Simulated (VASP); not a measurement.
Write the native input for VASP 6.6.1 that does the following.

```
Task                               : single point
Functional                         : HSE06
Potentials or basis                : VASP PAW PBE potentials, release 64 (Ca_sv)
Cutoff                             : 520 eV
k mesh                             : 6 × 6 × 6
Occupations                        : fermi-dirac, width 0.1 eV
Spin                               : no spin polarisation
Dipole correction                  : no
Grid for exact exchange (PRECFOCK) : Normal
Further INCAR settings             : ALGO = Normal; EDIFF = 1e-07; NBANDS = 11
Share of exact exchange            : 0.25
Screening parameter                : 0.2079 1/Å
```

Crystal: Ca.

```
Ca
1.0
     0.00000    2.68435    2.68435
     2.68435    0.00000    2.68435
     2.68435    2.68435    0.00000
Ca
1
Cartesian
  0.0000 0.0000 0.0000
```

The input as run:

POSCAR

```
Ca
1.0
    0.0000000000      2.6843451604      2.6843451604
    2.6843451604      0.0000000000      2.6843451604
    2.6843451604      2.6843451604      0.0000000000
Ca
1
Direct
    0.0000000000      0.0000000000      0.0000000000
```

INCAR.step1

```
ALGO = Normal
EDIFF = 1E-5
ENCUT = 520
GGA = PE
ISIF = 2
ISMEAR = -1
LASPH = True
LCHARG = False
LREAL = False
LWAVE = True
NBANDS = 11
NELM = 60
PREC = Accurate
SIGMA = 0.1
```

INCAR.step2

```
ALGO = Normal
EDIFF = 1E-7
ENCUT = 520
GGA = PE
HFSCREEN = 0.2079
ISIF = 2
ISMEAR = -1
ISTART = 1
LASPH = True
LCHARG = False
LHFCALC = True
LREAL = False
LWAVE = False
NBANDS = 11
NELM = 60
PREC = Accurate
PRECFOCK = Normal
SIGMA = 0.1
```

KPOINTS

```
k-points
0
Gamma
  6 6 6
```

Potentials or basis: VASP PAW PBE potentials, release 64 (Ca_sv).

Launch:

```bash
$ cat potpaw_PBE.64/Ca_sv/POTCAR > POTCAR
$ cp INCAR.step1 INCAR
$ mpirun -np 1 vasp_std > vasp.out
$ cp INCAR.step2 INCAR
$ mpirun -np 1 vasp_std > vasp.out
```

Results of the run:

- Pressure: 2.5 GPa
- Band gap on the k mesh: zero (bands 5 and 6 overlap by 0.32 eV)

Caveat: the PAW data sets were made with another functional, which shifts forces and pressure a little.

Wall time 18 min on 1 thread of Intel(R) Xeon(R) Platinum 8488C (Sapphire Rapids) (shared host), peak memory 0.27 GiB.
